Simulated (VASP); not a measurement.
# NaH (lda) (Fm-3m) in VASP: notebook

The runs below take NaH (lda) through single point, relaxation of cell and atoms, with LDA.

Everything below comes from runs of VASP 6.6.1. Logs are shortened: lines on timing, memory, paths and dates and some standing lists are left out, and cuts for length are marked.

## Step 1: The cell of the first run

Symmetry: Fm-3m, No. 225, cubic system. Conventional cell: a = 4.773 Å, b = 4.773 Å, c = 4.773 Å, α = 90.00°, β = 90.00°, γ = 90.00°. Na (site symmetry m-3m) has 6 H at 2.39 Å within 3.2 Å. Within 3.2 Å of H (site symmetry m-3m) lie 6 Na at 2.39 Å.

## Step 2: Single point, LDA

The input, INCAR:

```
  ALGO = Normal
  EDIFF = 1E-6
  ENCUT = 500
  GGA_COMPAT = F
  ISIF = 2
  ISMEAR = 0
  LASPH = T
  LCHARG = F
  LREAL = F
  LWAVE = F
  NBANDS = 11
  NELM = 120
  PREC = Accurate
  SIGMA = 0.1
```

The input, KPOINTS:

```
k-points
0
Gamma
  6 6 6
```

The input, POSCAR:

```
NaH
1.0
    0.0000000000      2.3864216700      2.3864216700
    2.3864216700      0.0000000000      2.3864216700
    2.3864216700      2.3864216700      0.0000000000
Na H
1 1
Direct
    0.0000000000      0.0000000000      0.0000000000
    0.5000000000      0.5000000000      0.5000000000
```

Potentials or basis: VASP PAW LDA potentials, release 64 (Na_pv, H).

Launch:

```bash
> cat potpaw_LDA.64/Na_pv/POTCAR potpaw_LDA.64/H/POTCAR > POTCAR
> mpirun -np 1 vasp_std > vasp.out
```

OUTCAR:

```text
EDIFF = 1E-6
   ENCUT = 500
   ISIF = 2
   ISMEAR = 0
   LASPH = T
   LREAL = F
   NELM = 120
   PREC = Accurate

 ion  position               nearest neighbor table
   1  0.000  0.000  0.000-
   2  0.500  0.500  0.500-

  LATTYP: Found a face centered cubic cell.
 ALAT       =     4.7728433400

  Lattice vectors:

 A1 = (   0.0000000000,   2.3864216700,   2.3864216700)
 A2 = (   2.3864216700,   0.0000000000,   2.3864216700)
 A3 = (   2.3864216700,   2.3864216700,   0.0000000000)

Analysis of symmetry for initial positions (statically):
=====================================================================
 Subroutine PRICEL returns:
 Original cell was already a primitive cell.

 Routine SETGRP: Setting up the symmetry group for a
 face centered cubic supercell.

 Subroutine GETGRP returns: Found 48 space group operations
 (whereof 48 operations were pure point group operations)
 out of a pool of 48 trial point group operations.

The static configuration has the point symmetry O_h .

Analysis of symmetry for dynamics (positions and initial velocities):
=====================================================================
 Subroutine PRICEL returns:
 Original cell was already a primitive cell.

 Routine SETGRP: Setting up the symmetry group for a
 face centered cubic supercell.

 Subroutine GETGRP returns: Found 48 space group operations
 (whereof 48 operations were pure point group operations)
 out of a pool of 48 trial point group operations.

The dynamic configuration has the point symmetry O_h .

 Subroutine INISYM returns: Found 48 space group operations
 (whereof 48 operations are pure point group operations),
 and found     1 'primitive' translations

----------------------------------------------------------------------------------------

                                     Primitive cell

  volume of cell :      27.1814

  direct lattice vectors                    reciprocal lattice vectors
     0.000000000  2.386421670  2.386421670    -0.209518714  0.209518714  0.209518714
     2.386421670  0.000000000  2.386421670     0.209518714 -0.209518714  0.209518714
     2.386421670  2.386421670  0.000000000     0.209518714  0.209518714 -0.209518714

  length of vectors
     3.374909891  3.374909891  3.374909891     0.362897058  0.362897058  0.362897058

  position of ions in fractional coordinates (direct lattice)
     0.000000000  0.000000000  0.000000000
     0.500000000  0.500000000  0.500000000

  ion indices of the primitive-cell ions
   primitive index   ion index
                 1           1
                 2           2

----------------------------------------------------------------------------------------

 KPOINTS: k-points

Automatic generation of k-mesh.
 Grid dimensions read from file:
 generate k-points for:    6    6    6

 Generating k-lattice:

  Cartesian coordinates                     Fractional coordinates (reciprocal lattice)
    -0.034919786  0.034919786  0.034919786     0.166666667  0.000000000  0.000000000
     0.034919786 -0.034919786  0.034919786     0.000000000  0.166666667  0.000000000
     0.034919786  0.034919786 -0.034919786     0.000000000  0.000000000  0.166666667

  Length of vectors
     0.060482843  0.060482843  0.060482843

  Shift w.r.t. Gamma in fractional coordinates (k-lattice)
     0.000000000  0.000000000  0.000000000

 Subroutine IBZKPT returns following result:
 ===========================================

 Found     16 irreducible k-points:

 Following reciprocal coordinates:
            Coordinates               Weight
  0.000000  0.000000  0.000000      1.000000
  0.166667  0.000000  0.000000      8.000000
  0.333333  0.000000  0.000000      8.000000
  0.500000  0.000000  0.000000      4.000000
  0.166667  0.166667  0.000000      6.000000
  0.333333  0.166667  0.000000     24.000000
[... 8 lines left out ...]
 -0.333333  0.333333  0.166667     24.000000
 -0.333333  0.500000  0.166667     12.000000
   k-points           NKPTS =     16   k-points in BZ     NKDIM =     16   number of bands    NBANDS=     11
   number of dos      NEDOS =    301   number of ions     NIONS =      2
   total plane-waves  NPLWV =  21952
   dimension x,y,z NGX =    28 NGY =   28 NGZ =   28
   dimension x,y,z NGXF=    56 NGYF=   56 NGZF=   56
   ions per type =               1   1
   NGX,Y,Z   is equivalent  to a cutoff of  13.79, 13.79, 13.79 a.u.
   NGXF,Y,Z  is equivalent  to a cutoff of  27.59, 27.59, 27.59 a.u.
 SYSTEM =  unknown system
   PREC   = accura    normal or accurate (medium, high low for compatibility)
   ISTART =      0    job   : 0-new  1-cont  2-samecut
   ICHARG =      2    charge: 1-file 2-atom 10-const
   ISPIN  =      1    spin polarized calculation?
   LNONCOLLINEAR =      F non collinear calculations
   LSORBIT =      F    spin-orbit coupling
   LASPH  =      T    aspherical Exc in radial PAW
   ENCUT  =  500.0 eV  36.75 Ry    6.06 a.u.   6.15  6.15  6.15*2*pi/ulx,y,z
   NELM   =    120;   NELMIN=  2; NELMDL= -5     # of ELM steps
   EDIFF  = 0.1E-05   stopping-criterion for ELM
   LREAL  =      F    real-space projection
   EDIFFG = 0.1E-04   stopping-criterion for IOM
   NSW    =      0    number of steps for IOM
   IBRION =     -1    ionic relax: 0-MD 1-quasi-New 2-CG
   NFREE  =      0    steps in history (QN), initial steepest desc. (CG)
   ISIF   =      2    stress and relaxation
   ISYM   =      2    0-nonsym 1-usesym 2-fastsym
   POTIM  = 0.5000    time-step for ionic-motion
   TEBEG  =    0.0;   TEEND  =   0.0 temperature during run
   PSTRESS=    0.0 pullay stress
   NELECT =       8.0000    total number of electrons
   NUPDOWN=      -1.0000    fix difference up-down
   EMIN   =  10.00;   EMAX   =-10.00  energy-range for DOS
   EFERMI =   0.00;   METHOD = LEGACY
   ISMEAR =     0;   SIGMA  =   0.10  broadening in eV -4-tet -1-fermi 0-gaus
   EFERMI_NEDOS =   21; number of points for ismear=-14 and -15
   IALGO  =     38    algorithm
   IMIX   =      4    mixing-type and parameters
     AMIX     =   0.40;   BMIX     =  1.00
     AMIX_MAG =   1.60;   BMIX_MAG =  1.00
  volume/ion in A,a.u.               =      13.59        91.71
  Fermi-wavevector in a.u.,A,eV,Ry     =   1.088966  2.057847 16.134427  1.185847
  Thomas-Fermi vector in A             =   2.225159
   LORBIT       =      0    0 simple, 1 ext, 2 COOP (PROOUT), +10 PAW based schemes
   GGA     = CA    functional components
   LHFCALC =     F    Hartree Fock is set to
   AEXX    =    0.0000 exact exchange contribution
   IVDW    =     0    specifies the selected vdW correction
   LEPSILON=     F    determine dielectric tensor
   LRPA    =     F    only Hartree local field effects (RPA)
 non-spin polarized calculation
 Gauss-broadening in eV      SIGMA  =   0.10
  energy-cutoff  :      500.00
  volume of cell :       27.18
 maximum number of plane-waves:       701
 NGX is ok and might be reduce to    28
   NGX = 13   NGY = 13   NGZ = 13

 number of electron       8.0000003 magnetization

 Free energy of the ion-electron system (eV)
  ---------------------------------------------------
  ext. energy  EPLUGINS =         0.00000000
  ---------------------------------------------------
  free energy    TOTEN  =        -5.40250660 eV

  energy without entropy =       -5.40250660  energy(sigma->0) =       -5.40250660

 E-fermi :  -0.6272     XC(G=0):  -8.3669

 val. band max:       -1.1472649454   @ k =  -0.3333   0.5000   0.1667
 cond. band min:       2.3692527374   @ k =   0.5000   0.0000   0.0000
 fundamental gap:      3.5165176828
 Fermi energy:        -0.6271760523

 k-point     1 :       0.0000    0.0000    0.0000
  band No.  band energies     occupation
      1     -23.2073      2.00000
      2     -23.2073      2.00000
      3     -23.2073      2.00000
      4      -4.9928      2.00000
      5       9.6234      0.00000
      6      14.3628      0.00000
      7      14.3628      0.00000
      8      14.3628      0.00000
      9      15.4488      0.00000
     10      15.4488      0.00000
     11      15.4488      0.00000

 k-point     2 :       0.1667    0.0000    0.0000
  band No.  band energies     occupation
      1     -23.2355      2.00000
      2     -23.2106      2.00000
      3     -23.2106      2.00000
      4      -4.4953      2.00000
      5       7.8759      0.00000
      6      11.2004      0.00000
      7      13.3199      0.00000
      8      13.3199      0.00000
      9      16.5927      0.00000
     10      16.5927      0.00000
     11      17.0099      0.00000

 k-point     3 :       0.3333    0.0000    0.0000
  band No.  band energies     occupation
      1     -23.2911      2.00000
      2     -23.2172      2.00000
      3     -23.2172      2.00000
      4      -3.1558      2.00000
      5       4.3354      0.00000
      6      10.0264      0.00000
      7      12.4791      0.00000
      8      12.4791      0.00000
      9      15.7355      0.00000
     10      15.7355      0.00000
     11      18.0519      0.00000

 k-point     4 :       0.5000    0.0000    0.0000
  band No.  band energies     occupation
      1     -23.3185      2.00000
      2     -23.2206      2.00000
      3     -23.2206      2.00000
      4      -2.0283      2.00000
      5       2.3693      0.00000
      6       9.7403      0.00000
      7      12.2003      0.00000
      8      12.2003      0.00000
      9      15.2187      0.00000
     10      15.2187      0.00000
     11      17.8583      0.00000
[... 127 lines left out ...]
 k-point    14 :       0.5000    0.3333    0.1667
  band No.  band energies     occupation
      1     -23.2881      2.00000
      2     -23.2492      2.00000
      3     -23.2299      2.00000
      4      -2.1895      2.00000
      5       4.5502      0.00000
      6       6.4384      0.00000
      7       9.4455      0.00000
      8      14.4132      0.00000
      9      14.4310      0.00000
     10      16.8445      0.00000
     11      20.7797      0.00000

 k-point    15 :      -0.3333    0.3333    0.1667
  band No.  band energies     occupation
      1     -23.2908      2.00000
      2     -23.2618      2.00000
      3     -23.2361      2.00000
      4      -1.3836      2.00000
      5       3.7443      0.00000
      6       5.5827      0.00000
      7       8.5956      0.00000
      8      14.4112      0.00000
      9      15.5579      0.00000
     10      18.0298      0.00000
     11      19.9600      0.00000

 k-point    16 :      -0.3333    0.5000    0.1667
  band No.  band energies     occupation
      1     -23.2909      2.00000
      2     -23.2601      2.00000
      3     -23.2467      2.00000
      4      -1.1473      2.00000
      5       3.8953      0.00000
      6       5.7954      0.00000
      7       7.4734      0.00000
      8      13.7899      0.00000
      9      14.0372      0.00000
     10      19.8105      0.00000
     11      19.8902      0.00000

------------------------ aborting loop because EDIFF is reached ----------------------------------------

  FORCE on cell =-STRESS in cart. coord.  units (eV):
  Direction    XX          YY          ZZ          XY          YZ          ZX
  --------------------------------------------------------------------------------------
  -------------------------------------------------------------------------------------
  Total       -0.2390478     -0.2390478     -0.2390478     -0.0000000     -0.0000000      0.0000000
  in kB      -14.0904126    -14.0904126    -14.0904126     -0.0000000     -0.0000000      0.0000000
  external PRESSURE =     -14.0904126 kB  Pullay stress =       0.0000000 kB

 VOLUME and BASIS-vectors are now :
 -----------------------------------------------------------------------------
  energy-cutoff  :      500.00
  volume of cell :       27.18
      direct lattice vectors                 reciprocal lattice vectors
     0.000000000  2.386421670  2.386421670    -0.209518714  0.209518714  0.209518714
     2.386421670  0.000000000  2.386421670     0.209518714 -0.209518714  0.209518714
     2.386421670  2.386421670  0.000000000     0.209518714  0.209518714 -0.209518714

 POSITION                                       TOTAL-FORCE (eV/Angst)
 -----------------------------------------------------------------------------------
      0.00000      0.00000      0.00000         0.000000     -0.000000     -0.000000
      2.38642      2.38642      2.38642         0.000000      0.000000      0.000000
 -----------------------------------------------------------------------------------
    total drift:                               -0.000000     -0.000000     -0.000000

  FREE ENERGIE OF THE ION-ELECTRON SYSTEM (eV)
  ---------------------------------------------------
  free  energy   TOTEN  =        -5.4025066015 eV

  energy  without entropy=       -5.4025066015  energy(sigma->0) =       -5.40250660
```

Run time: 6.9 s. Hardware: 1 thread of Intel Xeon 8259CL, shared host; peak memory 0.13 GiB.

Results:

* Free energy: -5.4025 eV
* Pressure: -1.4 GPa
* Band gap on the k mesh: 3.52 eV, indirect (least direct gap 4.40 eV)

A k mesh can miss the band edges. A hybrid or GW would open this gap; LDA tends to underestimate it.

## Step 3: Single point, LDA

This run uses another cell than the first one, of 12.89 Å³/atom, 0.949 times its volume.

The input, INCAR:

```
SYSTEM = NaH
ALGO     = Normal         ! electronic algorithm
EDIFF    = 1E-6           ! SCF threshold, eV
ENCUT    = 500            ! plane-wave cutoff, eV
GGA_COMPAT= .False.      
ISIF     = 2              ! what is computed and relaxed
ISMEAR   = 0              ! smearing method
LASPH    = .True.         ! aspherical terms in the spheres
LCHARG   = .True.         ! write CHGCAR
LELF     = .True.         ! ELF
LREAL    = .False.        ! projectors in reciprocal space
LVHAR    = .True.       
LWAVE    = .False.        ! write WAVECAR
NBANDS   = 11             ! bands
NELM     = 120            ! most SCF steps
PREC     = Accurate       ! precision mode
SIGMA    = 0.02           ! smearing width, eV
```

The input, KPOINTS:

```
k-points
0
Gamma
  8 8 8
  0 0 0
```

The input, POSCAR:

```
NaH
1.0
    0.0000000000      2.3448357351      2.3448357351
    2.3448357351      0.0000000000      2.3448357351
    2.3448357351      2.3448357351      0.0000000000
Na H
1 1
Direct
    0.0000000000      0.0000000000      0.0000000000
    0.5000000000      0.5000000000      0.5000000000
```

Potentials or basis: VASP PAW LDA potentials, release 64 (Na_pv, H).

Launch:

```bash
> cat potpaw_LDA.64/Na_pv/POTCAR potpaw_LDA.64/H/POTCAR > POTCAR
> mpirun -np 1 vasp_std > vasp.out
```

Wall time 6.9 s (1 thread of Intel Xeon 8259CL, shared host); peak memory 0.13 GiB.

The run converged. Its results:

- Free energy: -5.4082 eV
- Pressure: -0.1 GPa
- Band gap on the k mesh: 3.55 eV, indirect (least direct gap 4.50 eV)

Levels at points of the mesh, in eV from the valence-band top:
```
           k point  band 1  band 2  band 3  band 4  band 5  band 6  band 7  band 8  band 9
(0.00, 0.00, 0.00)  -22.03  -22.03  -22.03   -4.05   11.21   15.85   15.85   15.85   17.08
(0.50, 0.00, 0.00)  -22.16  -22.04  -22.04   -0.96    3.55   11.21   13.62   13.62   16.89
(0.50, 0.50, 0.00)  -22.15  -22.07  -22.07   -0.22    4.47    9.99   10.88   10.88   12.36
```

(Continued in part 2 of 2.)
